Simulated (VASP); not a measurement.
# Ti: single point with PBEsol

The system is Ti.

```
Ti
1.0
     2.90041    0.00000    0.00000
    -1.45020    2.51183    0.00000
     0.00000    0.00000    4.59118
Ti
2
Direct
  0.33333 0.66667 0.25000
  0.66667 0.33333 0.75000
```

```yaml
Program: VASP 6.6.1
Task: single point
Functional: PBEsol
Potentials_or_basis: VASP PAW PBE potentials, release 64 (Ti_sv)
Cutoff: 500 eV
k_mesh: 20 × 20 × 11
Occupations: fermi-dirac, width 0.05 eV
Spin: no spin polarisation
```

```json
{"Pressure": "-0.3 GPa", "Band gap on the k mesh": "zero (bands 12 and 13 overlap by 1.09 eV)"}
```

Levels at points of the mesh, in eV from the Fermi level:
| k point | band 8 | band 9 | band 10 | band 11 | band 12 | band 13 | band 14 | band 15 | band 16 | band 17 |
| --- | --- | --- | --- | --- | --- | --- | --- | --- | --- | --- |
| (0.00, 0.00, 0.00) | -32.46 | -6.30 | -2.79 | 0.79 | 0.79 | 0.89 | 0.92 | 1.32 | 1.32 | 1.68 |
| (0.50, 0.00, 0.00) | -32.54 | -2.41 | -2.28 | -1.96 | -0.59 | 0.47 | 0.65 | 1.23 | 3.51 | 3.75 |

It took 56 s on 1 thread of Intel(R) Xeon(R) 6975P-C (Granite Rapids) (shared host), peak memory 0.25 GiB.

Caveat: the PAW data sets were made with another functional, which shifts forces and pressure a little.
